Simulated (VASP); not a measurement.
# CsPbCl3 (R-3m) in VASP: notebook

Runs on CsPbCl3. Level: PBE. Tasks: single point.

Program: VASP 6.6.1. These are calculated values, not measurements. Logs are shortened: lines on timing, memory, paths and dates and some standing lists are left out, and cuts for length are marked.

**1. The cell of the first run**

It takes space group R-3m (No. 166, trigonal). The conventional cell has a = 7.459 Å, b = 7.459 Å, c = 10.963 Å, α = 90.00°, β = 90.00°, γ = 120.00°. Cs (site symmetry -3m) has 12 Cl at 3.73 to 4.24 Å and 6 Pb at 4.68 Å within 4.9 Å. Pb (site symmetry -3m) has 6 Cl at 2.82 Å within 3.7 Å. Cl (site symmetry 2/m) has 2 Pb at 2.82 Å and 2 Cs at 3.73 Å and 4 Cl at 3.73 Å within 3.8 Å.

**2. Single point, PBE**

INCAR

```
  PREC = Accurate
  ENCUT = 520
  EDIFF = 1E-6
  ISMEAR = 0
  SIGMA = 0.05
  LREAL = False
  LASPH = True
  NELM = 60
  ALGO = Normal
  ISIF = 2
  LWAVE = False
  LCHARG = False
  GGA = PE
  NBANDS = 30
```

KPOINTS

```
regular mesh
0
Gamma
  6 6 6
```

POSCAR

```
CsPbCl3
1.0
    5.6261407380      0.3516337961      0.3516337961
    0.3516337961      5.6261407380      0.3516337961
    0.3516337961      0.3516337961      5.6261407380
Cs Pb Cl
1 1 3
Direct
    0.0000000000      0.0000000000      0.0000000000
    0.5000000000      0.5000000000      0.5000000000
    0.0000000000      0.5000000000      0.5000000000
    0.5000000000      0.0000000000      0.5000000000
    0.5000000000      0.5000000000      0.0000000000
```

Potentials or basis: VASP PAW PBE potentials, release 64 (Cs_sv, Pb_d, Cl).

The run is started by

```console
cat potpaw_PBE.64/Cs_sv/POTCAR potpaw_PBE.64/Pb_d/POTCAR potpaw_PBE.64/Cl/POTCAR > POTCAR
mpirun -np 1 vasp_std > vasp.out
```

OUTCAR:

```text
PREC = Accurate
   ENCUT = 520
   EDIFF = 1E-6
   ISMEAR = 0
   LREAL = False
   LASPH = True
   NELM = 60
   ISIF = 2
   GGA = PE

 ion  position               nearest neighbor table
   1  0.000  0.000  0.000-
   2  0.500  0.500  0.500-   3 2.82   4 2.82   5 2.82   5 2.82   4 2.82   3 2.82
   3  0.000  0.500  0.500-   2 2.82   2 2.82
   4  0.500  0.000  0.500-   2 2.82   2 2.82
   5  0.500  0.500  0.000-   2 2.82   2 2.82

  LATTYP: Found a trigonal (rhomboedric) cell.
 ALAT       =     5.6480750931
 COS(alpha) =     0.1279069767

  Lattice vectors:

 A1 = (   5.6261407380,   0.3516337961,   0.3516337961)
 A2 = (   0.3516337961,   5.6261407380,   0.3516337961)
 A3 = (   0.3516337961,   0.3516337961,   5.6261407380)

Analysis of symmetry for initial positions (statically):
=====================================================================
 Subroutine PRICEL returns:
 Original cell was already a primitive cell.

 Routine SETGRP: Setting up the symmetry group for a
 trigonal (rhombohedral) supercell.

 Subroutine GETGRP returns: Found 12 space group operations
 (whereof 12 operations were pure point group operations)
 out of a pool of 12 trial point group operations.

The static configuration has the point symmetry D_3d.

Analysis of symmetry for dynamics (positions and initial velocities):
=====================================================================
 Subroutine PRICEL returns:
 Original cell was already a primitive cell.

 Routine SETGRP: Setting up the symmetry group for a
 trigonal (rhombohedral) supercell.

 Subroutine GETGRP returns: Found 12 space group operations
 (whereof 12 operations were pure point group operations)
 out of a pool of 12 trial point group operations.

The dynamic configuration has the point symmetry D_3d.

 Subroutine INISYM returns: Found 12 space group operations
 (whereof 12 operations are pure point group operations),
 and found     1 'primitive' translations

----------------------------------------------------------------------------------------

                                     Primitive cell

  volume of cell :     176.0868
[... 90 lines left out ...]
   LNONCOLLINEAR =      F non collinear calculations
   LSORBIT =      F    spin-orbit coupling
   LASPH  =      T    aspherical Exc in radial PAW
   ENCUT  =  520.0 eV  38.22 Ry    6.18 a.u.  10.50 10.50 10.50*2*pi/ulx,y,z
   NELM   =     60;   NELMIN=  2; NELMDL= -5     # of ELM steps
   EDIFF  = 0.1E-05   stopping-criterion for ELM
   LREAL  =      F    real-space projection
   EDIFFG = 0.1E-04   stopping-criterion for IOM
   NSW    =      0    number of steps for IOM
   IBRION =     -1    ionic relax: 0-MD 1-quasi-New 2-CG
   NFREE  =      0    steps in history (QN), initial steepest desc. (CG)
   ISIF   =      2    stress and relaxation
   ISYM   =      2    0-nonsym 1-usesym 2-fastsym
   POTIM  = 0.5000    time-step for ionic-motion
   TEBEG  =    0.0;   TEEND  =   0.0 temperature during run
   PSTRESS=    0.0 pullay stress
   NELECT =      44.0000    total number of electrons
   NUPDOWN=      -1.0000    fix difference up-down
   EMIN   =  10.00;   EMAX   =-10.00  energy-range for DOS
   EFERMI =   0.00;   METHOD = LEGACY
   ISMEAR =     0;   SIGMA  =   0.05  broadening in eV -4-tet -1-fermi 0-gaus
   EFERMI_NEDOS =   21; number of points for ismear=-14 and -15
   IALGO  =     38    algorithm
   IMIX   =      4    mixing-type and parameters
     AMIX     =   0.40;   BMIX     =  1.00
     AMIX_MAG =   1.60;   BMIX_MAG =  1.00
  volume/ion in A,a.u.               =      35.22       237.66
  Fermi-wavevector in a.u.,A,eV,Ry     =   1.031138  1.948568 14.466333  1.063245
  Thomas-Fermi vector in A             =   2.165271
   LORBIT       =      0    0 simple, 1 ext, 2 COOP (PROOUT), +10 PAW based schemes
   GGA     = PE    functional components
   LHFCALC =     F    Hartree Fock is set to
   AEXX    =    0.0000 exact exchange contribution
   IVDW    =     0    specifies the selected vdW correction
   LEPSILON=     F    determine dielectric tensor
   LRPA    =     F    only Hartree local field effects (RPA)
 non-spin polarized calculation
 Gauss-broadening in eV      SIGMA  =   0.05
  energy-cutoff  :      520.00
  volume of cell :      176.09
 maximum number of plane-waves:      4765
 NGX is ok and might be reduce to    42

 number of electron      43.9999994 magnetization

 Free energy of the ion-electron system (eV)
  ---------------------------------------------------
  ext. energy  EPLUGINS =         0.00000000
  ---------------------------------------------------
  free energy    TOTEN  =       -17.37506893 eV

  energy without entropy =      -17.37506893  energy(sigma->0) =      -17.37506893

 E-fermi :   1.8277     XC(G=0):  -7.8140

 val. band max:        1.5881220967   @ k =   0.5000   0.5000   0.5000
 cond. band min:       3.4092486304   @ k =   0.5000   0.5000   0.5000
 fundamental gap:      1.8211265337
 Fermi energy:         1.8276572459

 k-point     1 :       0.0000    0.0000    0.0000
  band No.  band energies     occupation
      1     -19.5281      2.00000
      2     -15.0965      2.00000
      3     -15.0965      2.00000
      4     -14.9122      2.00000
      5     -14.9122      2.00000
      6     -14.8692      2.00000
[... 781 lines left out ...]
     29       7.9415      0.00000
     30       8.2945      0.00000

 [... further k-points ...]

------------------------ aborting loop because EDIFF is reached ----------------------------------------

  FORCE on cell =-STRESS in cart. coord.  units (eV):
  Direction    XX          YY          ZZ          XY          YZ          ZX
  --------------------------------------------------------------------------------------
  -------------------------------------------------------------------------------------
  Total        1.6908102      1.6908102      1.6908102     -0.7215388     -0.7215388     -0.7215388
  in kB       15.3843298     15.3843298     15.3843298     -6.5651311     -6.5651311     -6.5651311
  external PRESSURE =      15.3843298 kB  Pullay stress =       0.0000000 kB

 VOLUME and BASIS-vectors are now :
 -----------------------------------------------------------------------------
  energy-cutoff  :      520.00
  volume of cell :      176.09
      direct lattice vectors                 reciprocal lattice vectors
     5.626140738  0.351633796  0.351633796     0.179058338 -0.010532843 -0.010532843
     0.351633796  5.626140738  0.351633796    -0.010532843  0.179058338 -0.010532843
     0.351633796  0.351633796  5.626140738    -0.010532843 -0.010532843  0.179058338

 POSITION                                       TOTAL-FORCE (eV/Angst)
 -----------------------------------------------------------------------------------
      0.00000      0.00000      0.00000        -0.000000      0.000000      0.000000
      3.16470      3.16470      3.16470         0.000000     -0.000000      0.000000
      0.35163      2.98889      2.98889         0.000000      0.000000      0.000000
      2.98889      0.35163      2.98889        -0.000000     -0.000000     -0.000000
      2.98889      2.98889      0.35163         0.000000      0.000000      0.000000
 -----------------------------------------------------------------------------------
    total drift:                                0.000000     -0.000000     -0.000000

  FREE ENERGIE OF THE ION-ELECTRON SYSTEM (eV)
  ---------------------------------------------------
  free  energy   TOTEN  =       -17.3750689278 eV

  energy  without entropy=      -17.3750689278  energy(sigma->0) =      -17.37506893
```

stdout:

```text
POSCAR found type information on POSCAR CsPbCl
 POSCAR found :  3 types and       5 ions
 scaLAPACK will be used
 LDA part: xc-table for (Slater+PW92), standard interpolation
 POSCAR, INCAR and KPOINTS ok, starting setup
 FFT: planning ... GRIDC
 FFT: planning ... GRID_SOFT
 FFT: planning ... GRID
 WAVECAR not read
 entering main loop
```

Run time: 92 s. Hardware: 1 thread of Intel Xeon Platinum 8488C (Sapphire Rapids), shared host; peak memory 0.35 GiB.

Results:

| Quantity | Value |
| --- | --- |
| Free energy | -17.3751 eV |
| Pressure | 1.5 GPa |
| Band gap on the k mesh | 1.82 eV |

Stress tensor (GPa, compression positive):
```
 1.54 -0.66 -0.66
-0.66  1.54 -0.66
-0.66 -0.66  1.54
```

Caveat: spin-orbit coupling is left out, which moves the levels of the heavy elements. A k mesh can miss the band edges.

**3. Single point, PBE**

This run uses another cell than the first one, of the same volume but with other edges.

INCAR

```
PREC = Accurate
ENCUT = 520
EDIFF = 1E-6
ISMEAR = 0
SIGMA = 0.05
LREAL = False
LASPH = True
NELM = 100
ALGO = Normal
ISIF = 2
LWAVE = False
LCHARG = False
GGA = PE
NBANDS = 30
```

KPOINTS

```
Automatic mesh
0
Gamma
  6 6 6
```

POSCAR: that of step 2 with these lines changed.

```diff
@@ -2,5 +2,5 @@
 1.0
-    5.6261407380      0.3516337961      0.3516337961
-    0.3516337961      5.6261407380      0.3516337961
-    0.3516337961      0.3516337961      5.6261407380
+    5.7921497178      1.0958121088      1.0958121088
+    1.0958121088      5.7921497178      1.0958121088
+    1.0958121088      1.0958121088      5.7921497178
 Cs Pb Cl
```

Potentials or basis: VASP PAW PBE potentials, release 64 (Cs_sv, Pb_d, Cl).

The run is started by

```console
cat potpaw_PBE.64/Cs_sv/POTCAR potpaw_PBE.64/Pb_d/POTCAR potpaw_PBE.64/Cl/POTCAR > POTCAR
mpirun -np 1 vasp_std > vasp.out
```

OUTCAR:

```text
PREC = Accurate
   ENCUT = 520
   EDIFF = 1E-6
   ISMEAR = 0
   LREAL = False
   LASPH = True
   NELM = 100
   ISIF = 2
   GGA = PE

 ion  position               nearest neighbor table
   1  0.000  0.000  0.000-
   2  0.500  0.500  0.500-   5 3.00   5 3.00   3 3.00   4 3.00   4 3.00   3 3.00
   3  0.000  0.500  0.500-   2 3.00   2 3.00
   4  0.500  0.000  0.500-   2 3.00   2 3.00
   5  0.500  0.500  0.000-   2 3.00   2 3.00

  LATTYP: Found a trigonal (rhomboedric) cell.
 ALAT       =     5.9958824796
[... 987 lines left out ...]

 [... further k-points ...]
[... 5 lines left out ...]
  --------------------------------------------------------------------------------------
  -------------------------------------------------------------------------------------
  Total        1.7740574      1.7740574      1.7740574     -3.9872681     -3.9872681     -3.9872681
  in kB       16.1417789     16.1417789     16.1417789    -36.2793230    -36.2793230    -36.2793230
  external PRESSURE =      16.1417789 kB  Pullay stress =       0.0000000 kB

 VOLUME and BASIS-vectors are now :
 -----------------------------------------------------------------------------
  energy-cutoff  :      520.00
  volume of cell :      176.09
      direct lattice vectors                 reciprocal lattice vectors
     5.792149718  1.095812109  1.095812109     0.183705936 -0.029225944 -0.029225944
     1.095812109  5.792149718  1.095812109    -0.029225944  0.183705936 -0.029225944
     1.095812109  1.095812109  5.792149718    -0.029225944 -0.029225944  0.183705936

 POSITION                                       TOTAL-FORCE (eV/Angst)
 -----------------------------------------------------------------------------------
      0.00000      0.00000      0.00000         0.000000      0.000000     -0.000000
      3.99189      3.99189      3.99189        -0.000000     -0.000000     -0.000000
      1.09581      3.44398      3.44398        -0.000000      0.000000     -0.000000
      3.44398      1.09581      3.44398         0.000000     -0.000000     -0.000000
      3.44398      3.44398      1.09581         0.000000      0.000000      0.000000
 -----------------------------------------------------------------------------------
    total drift:                               -0.000000     -0.000000     -0.000000

  FREE ENERGIE OF THE ION-ELECTRON SYSTEM (eV)
  ---------------------------------------------------
  free  energy   TOTEN  =       -15.9439656273 eV

  energy  without entropy=      -15.9439656273  energy(sigma->0) =      -15.94396563
```

stdout:

```text
POSCAR found type information on POSCAR CsPbCl
 POSCAR found :  3 types and       5 ions
 scaLAPACK will be used
 LDA part: xc-table for (Slater+PW92), standard interpolation
 POSCAR, INCAR and KPOINTS ok, starting setup
 FFT: planning ... GRIDC
 FFT: planning ... GRID_SOFT
 FFT: planning ... GRID
 WAVECAR not read
 entering main loop
```

It took 1.8 min on 1 thread of Intel Xeon Platinum 8488C (Sapphire Rapids), shared host; peak memory 0.41 GiB.

Results:

```yaml
Free_energy: -15.9440 eV
Pressure: 1.6 GPa
Band_gap_on_the_k_mesh: 1.68 eV
```

Caveat: spin-orbit coupling is left out, which moves the levels of the heavy elements. A k mesh can miss the band edges.

**4. Single point, PBE**

INCAR

```
PREC = Accurate
ENCUT = 520
EDIFF = 1E-6
ISMEAR = 0
SIGMA = 0.05
LREAL = F
LASPH = T
NELM = 80
ALGO = Normal
ISIF = 2
LWAVE = F
LCHARG = F
GGA = PE
NBANDS = 30
```

KPOINTS is that of step 3.

POSCAR: that of step 3 with these lines changed.

```diff
@@ -2,5 +2,5 @@
 1.0
-    5.7921497178      1.0958121088      1.0958121088
-    1.0958121088      5.7921497178      1.0958121088
-    1.0958121088      1.0958121088      5.7921497178
+    5.6082538917     -0.1339855879     -0.1339855879
+   -0.1339855879      5.6082538917     -0.1339855879
+   -0.1339855879     -0.1339855879      5.6082538917
 Cs Pb Cl
```

The run is started by

```console
cat potpaw_PBE.64/Cs_sv/POTCAR potpaw_PBE.64/Pb_d/POTCAR potpaw_PBE.64/Cl/POTCAR > POTCAR
mpirun -np 1 vasp_std > vasp.out
```

It took 86 s on 1 thread of Intel Xeon Platinum 8488C (Sapphire Rapids), shared host; peak memory 0.35 GiB.

It converged, with:

- Free energy: -17.4805 eV
- Pressure: 1.7 GPa
- Band gap on the k mesh: 1.75 eV

Stress tensor (GPa, compression positive):
```
1.69 0.25 0.25
0.25 1.69 0.25
0.25 0.25 1.69
```

Levels at points of the mesh, in eV from the valence-band top:
| k point | band 19 | band 20 | band 21 | band 22 | band 23 | band 24 | band 25 | band 26 |
| --- | --- | --- | --- | --- | --- | --- | --- | --- |
| (0.00, 0.00, 0.00) | -2.66 | -2.46 | -2.46 | -2.39 | 3.38 | 4.30 | 4.30 | 5.09 |
| (0.50, 0.00, 0.00) | -2.70 | -2.69 | -2.50 | -1.67 | 3.01 | 4.70 | 5.14 | 5.14 |
| (0.50, 0.50, 0.00) | -2.77 | -2.74 | -2.18 | -0.81 | 2.45 | 2.62 | 4.96 | 5.40 |
| (0.50, 0.50, 0.50) | -2.17 | -2.17 | -2.15 | 0.00 | 1.75 | 2.06 | 2.06 | 5.15 |

Caveat: spin-orbit coupling is left out, which moves the levels of the heavy elements. A k mesh can miss the band edges.

**5. Single point, PBE**

INCAR

```
SYSTEM = CsPbCl3
PREC = Accurate
ENCUT = 520
EDIFF = 1E-6
ISMEAR = 0
SIGMA = 0.05
LREAL = .False.
LASPH = .True.
NELM = 80
ALGO = Normal
ISIF = 2
LWAVE = .False.
LCHARG = .False.
GGA = PE
NBANDS = 30
```

KPOINTS

```
regular mesh
0
Gamma
  6 6 6
  0 0 0
```

POSCAR: that of step 4 with these lines changed.

```diff
@@ -2,5 +2,5 @@
 1.0
-    5.6082538917     -0.1339855879     -0.1339855879
-   -0.1339855879      5.6082538917     -0.1339855879
-   -0.1339855879     -0.1339855879      5.6082538917
+    5.6087208691      0.1456810615      0.1456810615
+    0.1456810615      5.6087208691      0.1456810615
+    0.1456810615      0.1456810615      5.6087208691
 Cs Pb Cl
```

The run is started by

```console
cat potpaw_PBE.64/Cs_sv/POTCAR potpaw_PBE.64/Pb_d/POTCAR potpaw_PBE.64/Cl/POTCAR > POTCAR
mpirun -np 1 vasp_std > vasp.out
```

Wall time 87 s (1 thread of Intel Xeon Platinum 8488C (Sapphire Rapids), shared host); peak memory 0.35 GiB.

Results (log left out):

```
Free energy            : -17.4785 eV
Pressure               : 1.7 GPa
Band gap on the k mesh : 1.85 eV
```

Stress tensor (GPa, compression positive):
```
 1.69 -0.25 -0.25
-0.25  1.69 -0.25
-0.25 -0.25  1.69
```

Levels at points of the mesh, in eV from the valence-band top:
```csv
k point,band 18,band 19,band 20,band 21,band 22,band 23,band 24,band 25,band 26,band 27
"(0.00, 0.00, 0.00)",-2.68,-2.63,-2.52,-2.38,-2.38,3.38,4.30,4.30,5.19,5.19
"(0.50, 0.00, 0.00)",-2.73,-2.70,-2.70,-2.48,-1.67,3.02,4.71,4.97,5.39,5.54
"(0.50, 0.50, 0.00)",-2.82,-2.77,-2.73,-2.17,-0.81,2.46,2.61,4.96,5.41,5.74
"(0.50, 0.50, 0.50)",-2.73,-2.20,-2.14,-2.14,0.00,1.85,1.85,2.17,5.16,5.43
```

Caveat: spin-orbit coupling is left out, which moves the levels of the heavy elements. A k mesh can miss the band edges.

**6. The runs side by side**

```tsv
cell	gap on the mesh (eV)	pressure (GPa)
a = 5.648 Å, angles 82.7°, 5 atoms	1.82	1.5
a = 5.996 Å, angles 67.3°, 5 atoms	1.68	1.6
a = 5.611 Å, angles 92.7°, 5 atoms	1.75	1.7
a = 5.613 Å, angles 87.0°, 5 atoms	1.85	1.7
```

Alike in all rows: task single point; level PBE; potentials or basis VASP PAW PBE potentials, release 64 (Cs_sv, Pb_d, Cl); no spin polarisation; k mesh 6 × 6 × 6; cutoff (eV) 520; smearing gaussian 0.05 eV.

Caveats: spin-orbit coupling is left out, which moves the levels of the heavy elements.

Total energies depend on the potentials used, so only differences within one code and one set of settings carry meaning.
